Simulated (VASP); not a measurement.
# FeB7O12 (a cell with a defect) in VASP: a series of runs, part 2 of 2

VASP 6.6.1. The steps go on from the part before.

## Step 3: Single point, r2SCAN+U, collinear spin, ferromagnetic start

Contents of POSCAR:

```
FeB7O12
1.0
    7.8030000000      0.0000000000      0.0000000000
    0.0000000000      4.6130000000      0.0000000000
    0.0000000000      0.0000000000      4.1290000000
O B Fe
12 7 1
Direct
    0.5000000000      0.2525000000      0.5000000000
    0.5000000000      0.7475000000      0.0000000000
    0.7911000000      0.1302000000      0.5802000000
    0.2089000000      0.8698000000      0.0802000000
    0.7911000000      0.8698000000      0.0802000000
    0.2089000000      0.1302000000      0.5802000000
    0.0000000000      0.7525000000      0.5000000000
    0.0000000000      0.2475000000      0.0000000000
    0.2911000000      0.6302000000      0.5802000000
    0.7089000000      0.3698000000      0.0802000000
    0.2911000000      0.3698000000      0.0802000000
    0.7089000000      0.6302000000      0.5802000000
    0.1646000000      0.8394000000      0.4335000000
    0.8354000000      0.1606000000      0.9335000000
    0.1646000000      0.1606000000      0.9335000000
    0.8354000000      0.8394000000      0.4335000000
    0.3354000000      0.6606000000      0.9335000000
    0.6646000000      0.6606000000      0.9335000000
    0.3354000000      0.3394000000      0.4335000000
    0.6646000000      0.3394000000      0.4335000000
```

Contents of INCAR.step1:

```
SYSTEM = FeB7O12
PREC = Accurate ; ENCUT = 520
ISMEAR = -1 ; SIGMA = 0.02
LREAL = Auto ; LASPH = .True.
NELM = 150 ; ISPIN = 2
MAGMOM = 0 0 0 0 0 0 0 0 0 0 0 0 0 0 0 0 0 0 0 0.4 ; LMAXMIX = 4
LDAU = .True. ; LDAUTYPE = 2
LDAUL = -1 -1 2 ; LDAUU = 0 0 2.8
LDAUJ = 0 0 0 ; NBANDS = 70
GGA = PE ; ALGO = Normal
EDIFF = 1E-4 ; LWAVE = .True.
LCHARG = .False.
```

Contents of INCAR.step2:

```
SYSTEM = FeB7O12
PREC = Accurate ; ENCUT = 520
EDIFF = 1E-6 ; ISMEAR = -1
SIGMA = 0.02 ; LREAL = Auto
LASPH = .True. ; NELM = 150
ALGO = Normal ; ISIF = 2
LWAVE = .False. ; LCHARG = .False.
ISPIN = 2 ; MAGMOM = 0 0 0 0 0 0 0 0 0 0 0 0 0 0 0 0 0 0 0 0.4
LORBIT = 11 ; LMAXMIX = 4
LDAU = .True. ; LDAUTYPE = 2
LDAUL = -1 -1 2 ; LDAUU = 0 0 2.8
LDAUJ = 0 0 0 ; LDAUPRINT = 1
METAGGA = R2SCAN ; LMIXTAU = .True.
NBANDS = 70 ; ISTART = 1
```

Contents of KPOINTS:

```
Automatic mesh
0
Gamma
  1 2 2
  0 0 0
```

Potentials or basis: VASP PAW PBE potentials, release 64 (O, B, Fe).

Run with:

```console
cat potpaw_PBE.64/O/POTCAR potpaw_PBE.64/B/POTCAR potpaw_PBE.64/Fe/POTCAR > POTCAR
cp INCAR.step1 INCAR
mpirun -np 1 vasp_std > vasp.out
cp INCAR.step2 INCAR
mpirun -np 1 vasp_std > vasp.out
```

OUTCAR:

```text
SYSTEM = FeB7O12
   PREC = Accurate
   ENCUT = 520
   EDIFF = 1E-6
   ISMEAR = -1
   LREAL = Auto
   LASPH = .True.
   NELM = 150
   ISIF = 2
   ISPIN = 2
   LORBIT = 11
   METAGGA = R2SCAN
   ISTART = 1

 ion  position               nearest neighbor table
   1  0.500  0.252  0.500-  19 1.37  20 1.37
   2  0.500  0.748  0.000-  17 1.37  18 1.37
   3  0.791  0.130  0.580-  14 1.51  20 1.51  16 1.51
   4  0.209  0.870  0.080-  13 1.51  17 1.51  15 1.51
   5  0.791  0.870  0.080-  16 1.51  18 1.51  14 1.51
   6  0.209  0.130  0.580-  15 1.51  19 1.51  13 1.51
   7  0.000  0.752  0.500-  13 1.37  16 1.37
   8  0.000  0.248  0.000-  14 1.37  15 1.37
   9  0.291  0.630  0.580-  17 1.51  13 1.51  19 1.51
  10  0.709  0.370  0.080-  20 1.51  14 1.51  18 1.51
  11  0.291  0.370  0.080-  19 1.51  15 1.51  17 1.51
  12  0.709  0.630  0.580-  18 1.51  16 1.51  20 1.51
  13  0.165  0.839  0.434-   7 1.37   4 1.51   9 1.51   6 1.51
  14  0.835  0.161  0.934-   8 1.37   3 1.51  10 1.51   5 1.51  20 2.59  20 2.59
  15  0.165  0.161  0.934-   8 1.37   6 1.51  11 1.51   4 1.51
  16  0.835  0.839  0.434-   7 1.37   5 1.51  12 1.51   3 1.51
  17  0.335  0.661  0.934-   2 1.37   9 1.51   4 1.51  11 1.51
  18  0.665  0.661  0.934-   2 1.37  12 1.51   5 1.51  10 1.51  20 2.54  20 2.54
  19  0.335  0.339  0.434-   1 1.37  11 1.51   6 1.51   9 1.51  20 2.57
  20  0.665  0.339  0.434-   1 1.37  10 1.51   3 1.51  12 1.51  18 2.54  18 2.54  19 2.57  14 2.59
                            14 2.59

  LATTYP: Found a simple orthorhombic cell.
 ALAT       =     4.1290000000
 B/A-ratio  =     1.1172196658
 C/A-ratio  =     1.8898038266

  Lattice vectors:

 A1 = (   0.0000000000,   0.0000000000,  -4.1290000000)
 A2 = (   0.0000000000,   4.6130000000,   0.0000000000)
 A3 = (   7.8030000000,   0.0000000000,   0.0000000000)

Analysis of symmetry for initial positions (statically):
=====================================================================
 Subroutine PRICEL returns:
 Original cell was already a primitive cell.

[... 501 lines left out ...]
     61      14.6380      0.00000
     62      15.1905      0.00000
 Fermi energy:         7.7756867280

 spin component 2

 k-point     1 :       0.0000    0.0000    0.0000
  band No.  band energies     occupation
      1     -20.4796      1.00000
      2     -19.6746      1.00000
      3     -17.8997      1.00000
      4     -17.5722      1.00000
      5     -17.5189      1.00000
      6     -17.2417      1.00000
[... 249 lines left out ...]
     61      14.7279      0.00000
     62      15.2437      0.00000
 [bands above 62 left out]

------------------------ aborting loop because EDIFF is reached ----------------------------------------

  FORCE on cell =-STRESS in cart. coord.  units (eV):
  Direction    XX          YY          ZZ          XY          YZ          ZX
  --------------------------------------------------------------------------------------
  -------------------------------------------------------------------------------------
  Total       56.7238807     36.0716392     36.0350415      3.7261379     -2.6057888     -2.7756664
  in kB      611.4860766    388.8539516    388.4594266     40.1679403    -28.0905248    -29.9218130
  external PRESSURE =     462.9331516 kB  Pullay stress =       0.0000000 kB

 VOLUME and BASIS-vectors are now :
 -----------------------------------------------------------------------------
  energy-cutoff  :      520.00
  volume of cell :      148.62
      direct lattice vectors                 reciprocal lattice vectors
     7.803000000  0.000000000  0.000000000     0.128155837  0.000000000  0.000000000
     0.000000000  4.613000000  0.000000000     0.000000000  0.216778669  0.000000000
     0.000000000  0.000000000  4.129000000     0.000000000  0.000000000  0.242189392

 POSITION                                       TOTAL-FORCE (eV/Angst)
 -----------------------------------------------------------------------------------
      3.90150      1.16478      2.06450       -25.693575     -6.932818      4.647108
      3.90150      3.44822      0.00000        -0.297724      0.088063      0.046352
      6.17295      0.60061      2.39565        12.064855    -10.899153      7.005552
      1.63005      4.01239      0.33115         0.020619     -0.013424      0.159816
      6.17295      4.01239      0.33115         0.039132      0.050340      0.378696
      1.63005      0.60061      2.39565        -0.186195     -0.068487      0.205492
[... 12 lines left out ...]
      2.61713      1.56565      1.78992        -2.047516      0.194578     -0.084247
      5.18587      1.56565      1.78992         6.153909      1.489193     -1.818918
 -----------------------------------------------------------------------------------
    total drift:                               -0.002798     -0.001828      0.028730

  FREE ENERGIE OF THE ION-ELECTRON SYSTEM (eV)
  ---------------------------------------------------
  free  energy   TOTEN  =      -170.4661330138 eV

  energy  without entropy=     -170.4661330138  energy(sigma->0) =     -170.46613301

 total charge

# of ion       s       p       d       tot
------------------------------------------
    1        1.612   3.776   0.000   5.388
    2        1.558   3.777   0.000   5.335
    3        1.579   3.778   0.000   5.357
    4        1.551   3.748   0.000   5.299
    5        1.552   3.745   0.000   5.297
    6        1.552   3.746   0.000   5.297
[... 12 lines left out ...]
   19        0.670   1.330   0.000   2.001
   20        0.956   1.734   8.181  10.872
--------------------------------------------------
tot         24.355  56.157   8.181  88.693

 magnetization (x)

# of ion       s       p       d       tot
------------------------------------------
    1        0.012   0.020   0.000   0.033
    2        0.000   0.003   0.000   0.003
    3        0.009   0.043   0.000   0.052
    4        0.000   0.000   0.000   0.000
    5       -0.000  -0.000   0.000  -0.000
    6        0.001   0.004   0.000   0.005
[... 12 lines left out ...]
   19        0.010   0.020   0.000   0.030
   20        0.011   0.118   0.669   0.798
--------------------------------------------------
tot          0.048   0.276   0.669   0.993
```

OUTCAR.step1:

```text
SYSTEM = FeB7O12
   PREC = Accurate
   ENCUT = 520
   ISMEAR = -1
   LREAL = Auto
   LASPH = .True.
   NELM = 150
[... 804 lines left out ...]
      1.63005      0.60061      2.39565        -0.002003      0.061605      0.127430
[... 12 lines left out ...]
      2.61713      1.56565      1.78992        -2.290432      0.401521     -0.376521
      5.18587      1.56565      1.78992         6.653367      1.757224     -1.755132
 -----------------------------------------------------------------------------------
    total drift:                               -0.005043     -0.001826      0.030396

  FREE ENERGIE OF THE ION-ELECTRON SYSTEM (eV)
  ---------------------------------------------------
  free  energy   TOTEN  =      -143.7887745324 eV

  energy  without entropy=     -143.7887745273  energy(sigma->0) =     -143.78877453
```

OSZICAR.step1:

```text
N       E                     dE             d eps       ncg     rms          rms(c)
DAV:   1     0.950322483629E+03    0.95032E+03   -0.52330E+04  1120   0.149E+03
DAV:   2    -0.523620347372E+02   -0.10027E+04   -0.92864E+03  1228   0.409E+02
[... 12 lines left out ...]
DAV:  15    -0.143787319700E+03   -0.58498E-03   -0.67195E-03  1416   0.244E-01    0.616E-01
DAV:  16    -0.143787499622E+03   -0.17992E-03   -0.70073E-04   976   0.896E-02    0.605E-01
DAV:  17    -0.143788259595E+03   -0.75997E-03   -0.37694E-02  1600   0.652E-01    0.377E-01
DAV:  18    -0.143788538234E+03   -0.27864E-03   -0.40650E-02  1648   0.676E-01    0.241E-01
DAV:  19    -0.143788762471E+03   -0.22424E-03   -0.25867E-03  1400   0.208E-01    0.116E-01
DAV:  20    -0.143788774532E+03   -0.12062E-04   -0.13105E-04   720   0.623E-02
   1 F= -.14378877E+03 E0= -.14378877E+03  d E =-.504585E-08  mag=     1.0000
```

It took 6.1 min on 1 thread of Intel Xeon 6975P-C (Granite Rapids), shared host; peak memory 0.38 GiB.

What came out:

```yaml
Free_energy: -170.4661 eV
Pressure: 46.3 GPa
Largest_force: 27.015 eV/Å
Band_gap_on_the_k_mesh: 1.44 eV
Net_moment: 1.00 μB per cell
Site_moments: O +0.03, +0.00, +0.05, -0.00, +0.01, +0.02 (each value once); B +0.00, +0.01, +0.03 (each value once); Fe +0.80 μB
Valence_electrons_inside_the_program's_atomic_spheres: O 5.39, 5.33, 5.36, 5.30, 5.35 (each value once); B 1.97, 1.99, 2.00 (each value once); Fe 10.87
```

Forces in eV/Å, atoms in the order of the input:
```
O   -25.694  -6.933   4.647
O    -0.298   0.088   0.046
O    12.065 -10.899   7.006
O     0.021  -0.013   0.160
O     0.039   0.050   0.379
O    -0.186  -0.068   0.205
O     0.582  -0.266  -0.133
O     0.440   0.060   0.236
O     0.410  -0.200   0.237
O     3.969   2.002 -15.955
O     0.476  -0.005   0.340
O     3.734  14.493   6.177
B    -0.296   0.034  -0.221
B     0.151  -0.346  -0.812
B    -0.250  -0.136  -0.212
B    -0.032   0.375   0.459
B    -0.313   0.040  -0.170
B     1.078   0.041  -0.487
B    -2.048   0.195  -0.084
Fe    6.154   1.489  -1.819
```

Stress tensor (GPa, compression positive):
```
61.15  4.02 -2.99
 4.02 38.89 -2.81
-2.99 -2.81 38.85
```

Eigenvalues of the final occupation matrices:
| site | spin | trace | eigenvalues |
| --- | --- | --- | --- |
| site 20 d | 1 | 4.50 | 0.56 0.58 1.03 1.06 1.27 |
| site 20 d | 2 | 3.82 | 0.52 0.56 0.67 1.03 1.05 |

Caveat: the k points lie up to 0.81 Å⁻¹ apart, too coarse for converged energies, forces and pressures; atoms lie so close that the PAW spheres overlap strongly, which falsifies energies and pressures; the PAW data sets were made with another functional, which shifts forces and pressure a little.

## Step 4: Single point, r2SCAN+U, collinear spin, ferromagnetic start

POSCAR is that of step 3.

Contents of INCAR.step1:

```
ALGO     = Normal         # electronic algorithm
EDIFF    = 1E-4           # SCF threshold, eV
ENCUT    = 520            # plane-wave cutoff, eV
GGA      = PE             # functional
ISMEAR   = -1             # smearing method
ISPIN    = 2              # spin polarisation
ISYM     = 0            
LASPH    = T              # aspherical terms in the spheres
LCHARG   = F              # write CHGCAR
LDAU     = T              # DFT+U
LDAUJ    = 0 0 0        
LDAUL    = -1 -1 2        # shell
LDAUTYPE = 2            
LDAUU    = 0 0 2.8        # U, eV
LMAXMIX  = 4              # l up to which the mixer works
LREAL    = Auto         
LWAVE    = T              # write WAVECAR
MAGMOM   = 0.1 0 0.09 0 0.01 0 0.01 0 0 0.09 0.01 0.08 0 0.01 0 0.01 0 0.01 0.02 1.84 # initial moments
NBANDS   = 70             # bands
NELM     = 150            # most SCF steps
PREC     = Accurate       # precision mode
SIGMA    = 0.02           # smearing width, eV
```

Contents of INCAR.step2:

```
ALGO     = Normal         # electronic algorithm
EDIFF    = 1E-6           # SCF threshold, eV
ENCUT    = 520            # plane-wave cutoff, eV
ISIF     = 2              # what is computed and relaxed
ISMEAR   = -1             # smearing method
ISPIN    = 2              # spin polarisation
ISTART   = 1            
ISYM     = 0            
LASPH    = T              # aspherical terms in the spheres
LCHARG   = T              # write CHGCAR
LDAU     = T              # DFT+U
LDAUJ    = 0 0 0        
LDAUL    = -1 -1 2        # shell
LDAUPRINT= 1            
LDAUTYPE = 2            
LDAUU    = 0 0 2.8        # U, eV
LELF     = T              # ELF
LMAXMIX  = 4              # l up to which the mixer works
LMIXTAU  = T            
LORBIT   = 11             # projections on sites
LREAL    = Auto         
LVHAR    = T            
LWAVE    = F              # write WAVECAR
MAGMOM   = 0.1 0 0.09 0 0.01 0 0.01 0 0 0.09 0.01 0.08 0 0.01 0 0.01 0 0.01 0.02 1.84 # initial moments
METAGGA  = R2SCAN         # meta-GGA
NBANDS   = 70             # bands
NELM     = 150            # most SCF steps
PREC     = Accurate       # precision mode
SIGMA    = 0.02           # smearing width, eV
```

Contents of KPOINTS:

```
k-points
0
Gamma
  1 2 2
```

Potentials or basis: VASP PAW PBE potentials, release 64 (O, B, Fe).

Run with:

```console
cat potpaw_PBE.64/O/POTCAR potpaw_PBE.64/B/POTCAR potpaw_PBE.64/Fe/POTCAR > POTCAR
cp INCAR.step1 INCAR
mpirun -np 1 vasp_std > vasp.out
cp INCAR.step2 INCAR
mpirun -np 1 vasp_std > vasp.out
```

OUTCAR:

```text
EDIFF = 1E-6
   ENCUT = 520
   ISIF = 2
   ISMEAR = -1
   ISPIN = 2
   ISTART = 1
   ISYM = 0
   LASPH = T
   LORBIT = 11
   LREAL = Auto
   METAGGA = R2SCAN
   NELM = 150
   PREC = Accurate

 ion  position               nearest neighbor table
   1  0.500  0.252  0.500-  19 1.37  20 1.37
   2  0.500  0.748  0.000-  17 1.37  18 1.37
   3  0.791  0.130  0.580-  14 1.51  20 1.51  16 1.51
   4  0.209  0.870  0.080-  13 1.51  17 1.51  15 1.51
   5  0.791  0.870  0.080-  16 1.51  18 1.51  14 1.51
[... 769 lines left out ...]
      3.90150      3.44822      0.00000        -0.297728      0.088068      0.046354
      6.17295      0.60061      2.39565        12.064861    -10.899190      7.005575
      1.63005      4.01239      0.33115         0.020620     -0.013423      0.159817
      6.17295      4.01239      0.33115         0.039132      0.050338      0.378696
      1.63005      0.60061      2.39565        -0.186179     -0.068480      0.205487
[... 12 lines left out ...]
      2.61713      1.56565      1.78992        -2.047523      0.194587     -0.084253
      5.18587      1.56565      1.78992         6.153913      1.489210     -1.818935
 -----------------------------------------------------------------------------------
    total drift:                               -0.002784     -0.001819      0.028733

  FREE ENERGIE OF THE ION-ELECTRON SYSTEM (eV)
  ---------------------------------------------------
  free  energy   TOTEN  =      -170.4661330151 eV

  energy  without entropy=     -170.4661330151  energy(sigma->0) =     -170.46613302

 total charge

# of ion       s       p       d       tot
------------------------------------------
    1        1.612   3.776   0.000   5.388
    2        1.558   3.777   0.000   5.335
    3        1.579   3.778   0.000   5.357
    4        1.551   3.748   0.000   5.299
    5        1.552   3.745   0.000   5.297
    6        1.552   3.746   0.000   5.297
[... 12 lines left out ...]
   19        0.670   1.330   0.000   2.001
   20        0.956   1.734   8.181  10.872
--------------------------------------------------
tot         24.355  56.157   8.181  88.693

 magnetization (x)

# of ion       s       p       d       tot
------------------------------------------
    1        0.012   0.020   0.000   0.033
    2        0.000   0.003   0.000   0.003
    3        0.009   0.043   0.000   0.052
    4        0.000   0.000   0.000   0.000
    5       -0.000  -0.000   0.000  -0.000
    6        0.001   0.004   0.000   0.005
[... 12 lines left out ...]
   19        0.010   0.020   0.000   0.030
   20        0.011   0.118   0.669   0.798
--------------------------------------------------
tot          0.048   0.276   0.669   0.993
```

OUTCAR.step1:

```text
EDIFF = 1E-4
   ENCUT = 520
   GGA = PE
   ISMEAR = -1
   ISPIN = 2
[... 751 lines left out ...]
      6.17295      4.01239      0.33115         0.096086      0.027036      0.393044
      1.63005      0.60061      2.39565        -0.002080      0.061848      0.127222
[... 12 lines left out ...]
      2.61713      1.56565      1.78992        -2.291548      0.402179     -0.376682
      5.18587      1.56565      1.78992         6.652975      1.759479     -1.758641
 -----------------------------------------------------------------------------------
    total drift:                               -0.006475     -0.005642      0.030869

  FREE ENERGIE OF THE ION-ELECTRON SYSTEM (eV)
  ---------------------------------------------------
  free  energy   TOTEN  =      -143.7887727386 eV

  energy  without entropy=     -143.7887727333  energy(sigma->0) =     -143.78877274
```

Wall time 5.9 min (1 thread of Intel Xeon 6975P-C (Granite Rapids), shared host); peak memory 0.36 GiB.

What came out:

- Free energy: -170.4661 eV
- Pressure: 46.3 GPa
- Largest force: 27.015 eV/Å
- Band gap on the k mesh: 1.44 eV
- Net moment: 1.00 μB per cell
- Site moments: O +0.03, +0.00, +0.05, -0.00, +0.01, +0.02 (each value once); B +0.00, +0.01, +0.03 (each value once); Fe +0.80 μB
- Valence electrons inside the program's atomic spheres: O 5.39, 5.33, 5.36, 5.30, 5.35 (each value once); B 1.97, 1.99, 2.00 (each value once); Fe 10.87

Forces in eV/Å, atoms in the order of the input:
```
O   -25.694  -6.933   4.647
O    -0.298   0.088   0.046
O    12.065 -10.899   7.006
O     0.021  -0.013   0.160
O     0.039   0.050   0.379
O    -0.186  -0.068   0.205
O     0.582  -0.266  -0.133
O     0.440   0.060   0.236
O     0.410  -0.200   0.237
O     3.969   2.002 -15.955
O     0.476  -0.005   0.340
O     3.734  14.493   6.177
B    -0.296   0.034  -0.221
B     0.151  -0.346  -0.812
B    -0.250  -0.136  -0.212
B    -0.032   0.375   0.459
B    -0.313   0.040  -0.170
B     1.078   0.041  -0.487
B    -2.048   0.195  -0.084
Fe    6.154   1.489  -1.819
```

Levels at points of the mesh, in eV from the valence-band top:
Spin up:
```csv
k point,band 48,band 49,band 50,band 51,band 52,band 53,band 54,band 55
"(0.00, 0.00, 0.00)",-5.02,-1.90,-1.44,-0.07,1.59,2.26,4.55,5.64
"(0.00, 0.50, 0.00)",-4.93,-1.97,-1.27,0.00,1.44,1.76,5.57,5.90
"(0.00, 0.00, 0.50)",-4.73,-2.31,-1.99,-0.29,2.05,2.27,5.46,5.49
"(0.00, 0.50, 0.50)",-4.89,-2.30,-1.75,-0.26,1.58,2.13,5.83,5.92
```
Spin down:
| k point | band 47 | band 48 | band 49 | band 50 | band 51 | band 52 | band 53 | band 54 |
| --- | --- | --- | --- | --- | --- | --- | --- | --- |
| (0.00, 0.00, 0.00) | -5.08 | -5.00 | -1.54 | -1.12 | 1.93 | 2.43 | 3.06 | 4.61 |
| (0.00, 0.50, 0.00) | -5.05 | -4.89 | -1.58 | -1.01 | 1.71 | 2.12 | 3.25 | 5.58 |
| (0.00, 0.00, 0.50) | -4.81 | -4.67 | -1.95 | -1.55 | 2.35 | 2.42 | 2.80 | 5.48 |
| (0.00, 0.50, 0.50) | -4.97 | -4.88 | -1.92 | -1.37 | 1.83 | 2.40 | 2.81 | 5.84 |

Eigenvalues of the final occupation matrices:
```
     site  spin  trace               eigenvalues
site 20 d     1   4.50  0.56 0.58 1.03 1.06 1.27
site 20 d     2   3.82  0.52 0.56 0.67 1.03 1.05
```

Caveat: the k points lie up to 0.81 Å⁻¹ apart, too coarse for converged energies, forces and pressures; atoms lie so close that the PAW spheres overlap strongly, which falsifies energies and pressures; the PAW data sets were made with another functional, which shifts forces and pressure a little. The state reached can hang on the start; a lower one may exist.
